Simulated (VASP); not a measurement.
# P (P-6m2) in VASP: further runs

The runs below take P through single point, relaxation of cell and atoms, with PBE.

Program: VASP 6.6.1. These are calculated values, not measurements. Logs are shortened: lines on timing, memory, paths and dates and some standing lists are left out, and cuts for length are marked.

## (1) The cell of the first run

It takes space group P-6m2 (No. 187, hexagonal). The conventional cell has a = 3.382 Å, b = 3.382 Å, c = 5.190 Å, α = 90.00°, β = 90.00°, γ = 120.00°. Within 3.4 Å of P (site symmetry -6m2) lie 12 P at 2.47 to 3.38 Å. P (site symmetry 3m) has 4 P at 2.17 to 2.47 Å within 2.9 Å.

The cell was generated, and may not be a known phase.

## (2) Single point, PBE

Input file INCAR:

```
SYSTEM = P
  ALGO = Normal
  EDIFF = 1E-7
  ENCUT = 520
  GGA = PE
  ISIF = 2
  ISMEAR = 0
  LASPH = .True.
  LCHARG = .False.
  LREAL = .False.
  LWAVE = .False.
  NBANDS = 14
  NELM = 80
  PREC = Accurate
  SIGMA = 0.1
```

Input file KPOINTS:

```
k-points
0
Gamma
  6 6 4
  0 0 0
```

Input file POSCAR:

```
P
1.0
    3.3816654560     -0.0000000028      0.0000000000
   -1.6908327255      2.9286081934      0.0000000000
    0.0000000000      0.0000000000      5.1898472523
P
3
Direct
    0.3333333333      0.6666666667      0.4746935888
    0.0000000000      0.0000000000      0.7659303403
    0.0000000000      0.0000000000      0.1834870509
```

Potentials or basis: VASP PAW PBE potentials, release 64 (P).

The run is started by

```sh
cat potpaw_PBE.64/P/POTCAR > POTCAR
mpirun -np 1 vasp_std > vasp.out
```

OUTCAR:

```text
SYSTEM = P
   EDIFF = 1E-7
   ENCUT = 520
   GGA = PE
   ISIF = 2
   ISMEAR = 0
   LASPH = .True.
   LREAL = .False.
   NELM = 80
   PREC = Accurate

 ion  position               nearest neighbor table
   1  0.333  0.667  0.475-   3 2.47   3 2.47   3 2.47   2 2.47   2 2.47   2 2.47
   2  0.000  0.000  0.766-   3 2.17   1 2.47   1 2.47   1 2.47
   3  0.000  0.000  0.183-   2 2.17   1 2.47   1 2.47   1 2.47

  LATTYP: Found a hexagonal cell.
 ALAT       =     3.3816654560
 C/A-ratio  =     1.5347015605

  Lattice vectors:

 A1 = (   3.3816654560,  -0.0000000028,   0.0000000000)
 A2 = (  -1.6908327255,   2.9286081934,   0.0000000000)
 A3 = (   0.0000000000,   0.0000000000,   5.1898472523)

Analysis of symmetry for initial positions (statically):
=====================================================================
 Subroutine PRICEL returns:
 Original cell was already a primitive cell.

 Routine SETGRP: Setting up the symmetry group for a
 hexagonal supercell.

 Subroutine GETGRP returns: Found  6 space group operations
 (whereof  6 operations were pure point group operations)
 out of a pool of 24 trial point group operations.

The static configuration has the point symmetry C_3v.

Analysis of symmetry for dynamics (positions and initial velocities):
=====================================================================
 Subroutine PRICEL returns:
 Original cell was already a primitive cell.

 Routine SETGRP: Setting up the symmetry group for a
 hexagonal supercell.

 Subroutine GETGRP returns: Found  6 space group operations
 (whereof  6 operations were pure point group operations)
 out of a pool of 24 trial point group operations.

The dynamic configuration has the point symmetry C_3v.

 Subroutine INISYM returns: Found  6 space group operations
 (whereof  6 operations are pure point group operations),
 and found     1 'primitive' translations

----------------------------------------------------------------------------------------

                                     Primitive cell

  volume of cell :      51.3980

  direct lattice vectors                    reciprocal lattice vectors
     3.381665456 -0.000000003  0.000000000     0.295712279  0.170729564  0.000000000
    -1.690832725  2.928608193  0.000000000     0.000000000  0.341459128  0.000000000
     0.000000000  0.000000000  5.189847252     0.000000000  0.000000000  0.192683898

  length of vectors
     3.381665456  3.381665456  5.189847252     0.341459128  0.341459128  0.192683898
[... 94 lines left out ...]
   NUPDOWN=      -1.0000    fix difference up-down
   EMIN   =  10.00;   EMAX   =-10.00  energy-range for DOS
   EFERMI =   0.00;   METHOD = LEGACY
   ISMEAR =     0;   SIGMA  =   0.10  broadening in eV -4-tet -1-fermi 0-gaus
   EFERMI_NEDOS =   21; number of points for ismear=-14 and -15
   IALGO  =     38    algorithm
   IMIX   =      4    mixing-type and parameters
     AMIX     =   0.40;   BMIX     =  1.00
     AMIX_MAG =   1.60;   BMIX_MAG =  1.00
  volume/ion in A,a.u.               =      17.13       115.62
  Fermi-wavevector in a.u.,A,eV,Ry     =   1.085900  2.052053 16.043696  1.179178
  Thomas-Fermi vector in A             =   2.222024
   LORBIT       =      0    0 simple, 1 ext, 2 COOP (PROOUT), +10 PAW based schemes
   GGA     = PE    functional components
   LHFCALC =     F    Hartree Fock is set to
   AEXX    =    0.0000 exact exchange contribution
   IVDW    =     0    specifies the selected vdW correction
   LEPSILON=     F    determine dielectric tensor
   LRPA    =     F    only Hartree local field effects (RPA)
 non-spin polarized calculation
 Gauss-broadening in eV      SIGMA  =   0.10
  energy-cutoff  :      520.00
  volume of cell :       51.40
 maximum number of plane-waves:      1399
 NGX is ok and might be reduce to    28
   NGX = 13   NGY = 13   NGZ = 19

 number of electron      14.9999999 magnetization

 Free energy of the ion-electron system (eV)
  ---------------------------------------------------
  ext. energy  EPLUGINS =         0.00000000
  ---------------------------------------------------
  free energy    TOTEN  =       -14.69001792 eV

  energy without entropy =      -14.68604927  energy(sigma->0) =      -14.68803360

 E-fermi :   7.3382     XC(G=0): -10.4682

 val. band max:        7.2370263066   @ k =   0.3333   0.0000   0.2500
 cond. band min:       7.3988086817   @ k =   0.1667   0.0000   0.0000
 fundamental gap:      0.1617823751
 Fermi energy:         7.3381678942

 k-point     1 :       0.0000    0.0000    0.0000
  band No.  band energies     occupation
      1      -8.1349      2.00000
      2      -3.0030      2.00000
      3      -2.5800      2.00000
      4       5.6170      2.00000
      5       5.6170      2.00000
      6       7.7562      0.00000
      7       9.0131      0.00000
      8       9.0131      0.00000
      9       9.7630      0.00000
     10       9.7630      0.00000
     11      10.1524      0.00000
     12      11.5375      0.00000
     13      13.7677      0.00000
     14      14.2239      0.00000
[... 377 lines left out ...]
      1      -3.8644      2.00000
      2      -3.4593      2.00000
      3      -3.1193      2.00000
      4       1.3212      2.00000
      5       1.5016      2.00000
      6       3.3143      2.00000
      7       5.2649      2.00000
      8       7.6111      0.00011
      9       9.8690      0.00000
     10       9.8811      0.00000
     11      11.5847      0.00000
     12      13.8228      0.00000
     13      13.8496      0.00000
     14      15.3229      0.00000

------------------------ aborting loop because EDIFF is reached ----------------------------------------

  FORCE on cell =-STRESS in cart. coord.  units (eV):
  Direction    XX          YY          ZZ          XY          YZ          ZX
  --------------------------------------------------------------------------------------
  -------------------------------------------------------------------------------------
  Total       -0.0470905     -0.0470905     -0.1081834     -0.0000000      0.0000000     -0.0000000
  in kB       -1.4679036     -1.4679036     -3.3722872     -0.0000000      0.0000000     -0.0000000
  external PRESSURE =      -2.1026982 kB  Pullay stress =       0.0000000 kB

 VOLUME and BASIS-vectors are now :
 -----------------------------------------------------------------------------
  energy-cutoff  :      520.00
  volume of cell :       51.40
      direct lattice vectors                 reciprocal lattice vectors
     3.381665456 -0.000000003  0.000000000     0.295712279  0.170729564  0.000000000
    -1.690832725  2.928608193  0.000000000     0.000000000  0.341459128  0.000000000
     0.000000000  0.000000000  5.189847252     0.000000000  0.000000000  0.192683898

 POSITION                                       TOTAL-FORCE (eV/Angst)
 -----------------------------------------------------------------------------------
      0.00000      1.95241      2.46359        -0.000000      0.000000      0.000186
      0.00000      0.00000      3.97506         0.000000     -0.000000      0.025441
      0.00000      0.00000      0.95227         0.000000     -0.000000     -0.025627
 -----------------------------------------------------------------------------------
    total drift:                                0.000000     -0.000000     -0.000009

  FREE ENERGIE OF THE ION-ELECTRON SYSTEM (eV)
  ---------------------------------------------------
  free  energy   TOTEN  =       -14.6900179199 eV

  energy  without entropy=      -14.6860492706  energy(sigma->0) =      -14.68803360
```

OSZICAR:

```text
N       E                     dE             d eps       ncg     rms          rms(c)
DAV:   1     0.356327610034E+02    0.35633E+02   -0.60297E+03   672   0.890E+02
DAV:   2    -0.126143879690E+02   -0.48247E+02   -0.44512E+02   864   0.137E+02
DAV:   3    -0.147320376132E+02   -0.21176E+01   -0.20949E+01   884   0.287E+01
DAV:   4    -0.147542651392E+02   -0.22228E-01   -0.22215E-01   846   0.362E+00
DAV:   5    -0.147546346063E+02   -0.36947E-03   -0.36944E-03   896   0.438E-01    0.806E+00
DAV:   6    -0.147039224049E+02    0.50712E-01   -0.53526E-02   822   0.158E+00    0.482E+00
DAV:   7    -0.146897206390E+02    0.14202E-01   -0.38646E-02   786   0.120E+00    0.472E-01
DAV:   8    -0.146899800869E+02   -0.25945E-03   -0.18356E-03   936   0.284E-01    0.125E-01
DAV:   9    -0.146900059294E+02   -0.25843E-04   -0.19640E-04   824   0.905E-02    0.241E-02
DAV:  10    -0.146900156421E+02   -0.97126E-05   -0.20420E-05   900   0.308E-02    0.141E-02
DAV:  11    -0.146900177231E+02   -0.20811E-05   -0.31505E-06   834   0.121E-02    0.436E-03
DAV:  12    -0.146900179349E+02   -0.21180E-06   -0.34198E-07   900   0.395E-03    0.180E-03
DAV:  13    -0.146900179199E+02    0.15077E-07   -0.69927E-08   608   0.184E-03
   1 F= -.14690018E+02 E0= -.14688034E+02  d E =-.396865E-02
```

stdout:

```text
POSCAR found type information on POSCAR P
 POSCAR found :  1 types and       3 ions
 scaLAPACK will be used
 LDA part: xc-table for (Slater+PW92), standard interpolation
 POSCAR, INCAR and KPOINTS ok, starting setup
 FFT: planning ... GRIDC
 FFT: planning ... GRID_SOFT
 FFT: planning ... GRID
 WAVECAR not read
 entering main loop
```

It took 7.8 s on 1 thread of Intel Xeon 6975P-C (Granite Rapids), shared host; peak memory 0.16 GiB.

What came out:

```yaml
Free_energy: -14.6900 eV
Pressure: -0.2 GPa
Largest_force: 0.026 eV/Å
Band_gap_on_the_k_mesh: zero (an odd number of electrons rules out a gap without spin polarisation)
```

Forces in eV/Å, atoms in the order of the input:
```
P    0.000  0.000  0.000
P    0.000  0.000  0.025
P    0.000  0.000 -0.026
```

## (3) Single point, PBE

This run uses another cell than the first one, of 17.72 Å³/atom.

Input file INCAR:

```
PREC = Accurate
ENCUT = 520
EDIFF = 1E-6
ISMEAR = 0
SIGMA = 0.1
LREAL = False
LASPH = True
NELM = 80
ALGO = Normal
ISIF = 2
LWAVE = False
LCHARG = True
GGA = PE
LELF = True
LVHAR = True
NBANDS = 14
```

Input file KPOINTS:

```
Automatic mesh
0
Gamma
  18 18 10
```

Input file POSCAR:

```
P
1.0
    3.4667956117      0.0000000000      0.0000000000
   -1.7333978059      3.0023330695      0.0000000000
    0.0000000000      0.0000000000      5.1083978379
P
3
Direct
    0.3333333333      0.6666666667      0.0000000000
    0.0000000000      0.0000000000      0.2915050835
    0.0000000000      0.0000000000      0.7084949165
```

Potentials or basis: VASP PAW PBE potentials, release 64 (P).

The run is started by

```sh
cat potpaw_PBE.64/P/POTCAR > POTCAR
mpirun -np 1 vasp_std > vasp.out
```

Run time: 63 s. Hardware: 1 thread of Intel Xeon 6975P-C (Granite Rapids), shared host; peak memory 0.25 GiB.

Results (log left out):

* Free energy: -14.6376 eV
* Pressure: -0.2 GPa
* Largest force: 0.030 eV/Å
* Band gap on the k mesh: zero (an odd number of electrons rules out a gap without spin polarisation)

Forces on the atoms (eV/Å):
```
P    0.000  0.000  0.000
P    0.000  0.000  0.030
P    0.000  0.000 -0.030
```

Stress tensor (GPa, compression positive):
```
-0.06  0.00  0.00
 0.00 -0.06  0.00
 0.00  0.00 -0.38
```

Levels at points of the mesh, in eV from the Fermi level:
| k point | band 6 | band 7 | band 8 | band 9 | band 10 | band 11 |
| --- | --- | --- | --- | --- | --- | --- |
| (0.00, 0.00, 0.00) | -0.36 | 1.19 | 1.19 | 2.10 | 2.10 | 2.68 |
| (0.50, 0.00, 0.00) | -4.04 | -2.76 | 0.55 | 0.69 | 2.02 | 3.78 |
| (0.00, 0.00, 0.50) | -1.68 | -0.24 | -0.24 | 1.45 | 2.49 | 2.49 |
| (0.50, 0.00, 0.50) | -2.54 | -1.56 | -1.42 | 1.26 | 1.32 | 3.29 |

## (4) Relaxation of cell and atoms, PBE

Input file INCAR:

```
PREC = Accurate ; ENCUT = 600
EDIFF = 1E-6 ; ISMEAR = 0
SIGMA = 0.1 ; LREAL = F
LASPH = T ; NELM = 60
ALGO = Normal ; ISIF = 3
LWAVE = F ; LCHARG = F
GGA = PE ; IBRION = 2
NSW = 100 ; EDIFFG = -0.01
```

Input file KPOINTS:

```
regular mesh
0
Gamma
  18 18 10
```

Input file POSCAR:

```
P
1.0
    3.3816654560      0.0000000000      0.0000000000
   -1.6908327280      2.9286081920      0.0000000000
    0.0000000000      0.0000000000      5.1898472523
P
3
Direct
    0.3333333333      0.6666666667      0.0000000000
    0.0000000000      0.0000000000      0.2912367514
    0.0000000000      0.0000000000      0.7087632486
```

Potentials or basis: VASP PAW PBE potentials, release 64 (P).

The run is started by

```sh
cat potpaw_PBE.64/P/POTCAR > POTCAR
mpirun -np 1 vasp_std > vasp.out
```

OUTCAR:

```text
PREC = Accurate
   ENCUT = 600
   EDIFF = 1E-6
   ISMEAR = 0
   LREAL = F
   LASPH = T
   NELM = 60
   ISIF = 3
   GGA = PE
   IBRION = 2
   NSW = 100
   EDIFFG = -0.01

 ion  position               nearest neighbor table
   1  0.333  0.667  0.000-   2 2.47   3 2.47   2 2.47   3 2.47   2 2.47   3 2.47
   2  0.000  0.000  0.291-   3 2.17   1 2.47   1 2.47   1 2.47
   3  0.000  0.000  0.709-   2 2.17   1 2.47   1 2.47   1 2.47

  LATTYP: Found a hexagonal cell.
 ALAT       =     3.3816654560
 C/A-ratio  =     1.5347015605

  Lattice vectors:

 A1 = (   3.3816654560,   0.0000000000,   0.0000000000)
 A2 = (  -1.6908327280,   2.9286081920,   0.0000000000)
 A3 = (   0.0000000000,   0.0000000000,   5.1898472523)

Analysis of symmetry for initial positions (statically):
=====================================================================
 Subroutine PRICEL returns:
 Original cell was already a primitive cell.

 Routine SETGRP: Setting up the symmetry group for a
 hexagonal supercell.

 Subroutine GETGRP returns: Found 12 space group operations
 (whereof 12 operations were pure point group operations)
 out of a pool of 24 trial point group operations.

[... 351 lines left out ...]
--------------------------------------- Ionic step       18  -------------------------------------------

 number of electron      15.0000000 magnetization

 Free energy of the ion-electron system (eV)
  ---------------------------------------------------
  ext. energy  EPLUGINS =         0.00000000
  ---------------------------------------------------
  free energy    TOTEN  =       -14.63811383 eV

  energy without entropy =      -14.63082370  energy(sigma->0) =      -14.63446876

 E-fermi :   7.1278     XC(G=0): -10.2869

 val. band max:        7.1247748208   @ k =   0.2222   0.1667   0.0000
 cond. band min:       7.1300601389   @ k =   0.1111  -0.0000   0.3000
 fundamental gap:      0.0052853181
 Fermi energy:         7.1277892124

 k-point     1 :       0.0000    0.0000    0.0000
  band No.  band energies     occupation
      1      -8.2920      2.00000
      2      -2.9294      2.00000
      3      -2.8779      2.00000
      4       4.8746      2.00000
      5       4.8746      2.00000
      6       6.7315      2.00000
      7       8.2921      0.00000
      8       8.2921      0.00000
      9       9.2295      0.00000
     10       9.2295      0.00000
     11       9.8312      0.00000
[... 309 lines left out ...]
 k-point    24 :       0.3889    0.1111    0.0000
  band No.  band energies     occupation
      1      -6.0065      2.00000
      2      -3.6019      2.00000
      3      -0.7983      2.00000
      4      -0.0204      2.00000
      5       2.2129      2.00000
      6       2.7347      2.00000
      7       4.9145      2.00000
      8       7.0728      1.56299
      9       8.2216      0.00000
     10       8.9168      0.00000
     11      11.8293      0.00000

 [... further k-points ...]

------------------------ aborting loop because EDIFF is reached ----------------------------------------

  FORCE on cell =-STRESS in cart. coord.  units (eV):
  Direction    XX          YY          ZZ          XY          YZ          ZX
  --------------------------------------------------------------------------------------
  -------------------------------------------------------------------------------------
  Total       -0.0042345     -0.0042345     -0.0049532     -0.0000000      0.0000000      0.0000000
  in kB       -0.1275733     -0.1275733     -0.1492242     -0.0000000      0.0000000      0.0000000
  external PRESSURE =      -0.1347903 kB  Pullay stress =       0.0000000 kB
[... 18 lines left out ...]
  FREE ENERGIE OF THE ION-ELECTRON SYSTEM (eV)
  ---------------------------------------------------
  free  energy   TOTEN  =       -14.6381138317 eV

  energy  without entropy=      -14.6308236951  energy(sigma->0) =      -14.63446876

 reached required accuracy - stopping structural energy minimisation
```

OSZICAR:

```text
N       E                     dE             d eps       ncg     rms          rms(c)
DAV:   1     0.508833102515E+02    0.50883E+02   -0.67931E+03  4884   0.127E+03
DAV:   2    -0.112406930989E+02   -0.62124E+02   -0.58160E+02  6569   0.174E+02
DAV:   3    -0.146341162398E+02   -0.33934E+01   -0.32571E+01  6387   0.414E+01
[... 124 lines left out ...]
DAV:   2    -0.146381038308E+02    0.17271E-06   -0.92315E-07  3001   0.818E-03
  17 F= -.14638104E+02 E0= -.14634460E+02  d E =-.415600E-04
       N       E                     dE             d eps       ncg     rms          rms(c)
DAV:   1    -0.146381135485E+02   -0.95450E-05   -0.33861E-04  5233   0.128E-01    0.102E-02
DAV:   2    -0.146381140733E+02   -0.52472E-06   -0.19759E-05  6248   0.353E-02    0.597E-03
DAV:   3    -0.146381138317E+02    0.24156E-06   -0.85476E-07  2918   0.749E-03
  18 F= -.14638114E+02 E0= -.14634469E+02  d E =-.100009E-04
```

CONTCAR:

```text
P
   1.00000000000000
     3.4711118455284584    0.0000000000000000    0.0000000000000000
    -1.7355559227642292    3.0060710376087409   -0.0000000000000000
     0.0000000000000001   -0.0000000000000000    5.0966731725620766
  P
     3
Direct
     0.3333333332999970    0.6666666667000030    0.0000000000000000
     0.0000000000000000    0.0000000000000000    0.2916317401215593
     0.0000000000000000    1.0000000000000000    0.7083682598784409

  0.00000000E+00  0.00000000E+00  0.00000000E+00
  0.00000000E+00  0.00000000E+00  0.00000000E+00
  0.00000000E+00  0.00000000E+00  0.00000000E+00
```

Run time: 8 min. Hardware: 1 thread of Intel Xeon 6975P-C (Granite Rapids), shared host; peak memory 0.25 GiB.

Results:

```
Free energy                           : -14.6381 eV
Relaxed volume                        : 17.73 Å³/atom
Relaxed cell                          : a = 3.471 Å, b = 3.471 Å, c = 5.097 Å, α = 90.00°, β = 90.00°, γ = 120.00°
Space group after relaxing (to 0.1 Å) : P-6m2 (No. 187)
Energy gained by relaxing             : 1.8 meV/atom
Ionic steps                           : 18
Pressure after relaxing               : 0.0 GPa
Largest force after relaxing          : 0.004 eV/Å
Band gap on the k mesh                : zero (an odd number of electrons rules out a gap without spin polarisation)
```

Forces on the atoms (eV/Å):
```
P    0.000  0.000  0.000
P    0.000  0.000  0.004
P    0.000  0.000 -0.004
```

Step by step:
```tsv
step	energy change (eV)	largest force (eV/Å)	pressure (GPa)	volume (Å³)
1	0.0000	0.0515	0.54	51.40
2	-0.0010	0.0092	-0.03	51.83
3	-0.0010	0.0033	-0.11	51.89
4	-0.0019	0.0156	-0.06	52.02
5	-0.0035	0.1101	0.18	52.41
6	-0.0041	0.0781	0.13	52.57
7	-0.0050	0.0204	0.02	52.87
8	-0.0048	0.0714	-0.13	53.47
9	-0.0052	0.0172	-0.04	53.10
10	-0.0052	0.0283	-0.06	53.17
11	-0.0052	0.0258	-0.06	53.15
12	-0.0053	0.0107	0.02	53.19
13	-0.0053	0.0135	0.00	53.19
14	-0.0053	0.0141	-0.01	53.18
15	-0.0053	0.0204	-0.03	53.17
16	-0.0053	0.0156	0.00	53.18
17	-0.0053	0.0155	0.00	53.18
18	-0.0053	0.0039	-0.01	53.18
```

Final structure:
```
P
1.0
     3.47111    0.00000    0.00000
    -1.73556    3.00607    0.00000
     0.00000    0.00000    5.09667
P
3
Direct
  0.33333 0.66667 0.00000
  0.00000 0.00000 0.29163
  0.00000 0.00000 0.70837
```

Levels at points of the mesh, in eV from the Fermi level:
```
           k point  band 5  band 6  band 7  band 8  band 9  band 10  band 11
(0.00, 0.00, 0.00)   -2.25   -0.40    1.16    1.16    2.10     2.10     2.70
(0.50, 0.00, 0.00)   -4.62   -4.06   -2.76    0.54    0.70     2.00     3.79
(0.00, 0.00, 0.50)   -1.70   -1.70   -0.27   -0.27    1.43     2.47     2.47
(0.50, 0.00, 0.50)   -3.53   -2.53   -1.59   -1.40    1.29     1.32     3.32
```

(Continued in part 2 of 2.)

The gap in the log of VASP goes by the Fermi energy; the results here count the filled bands.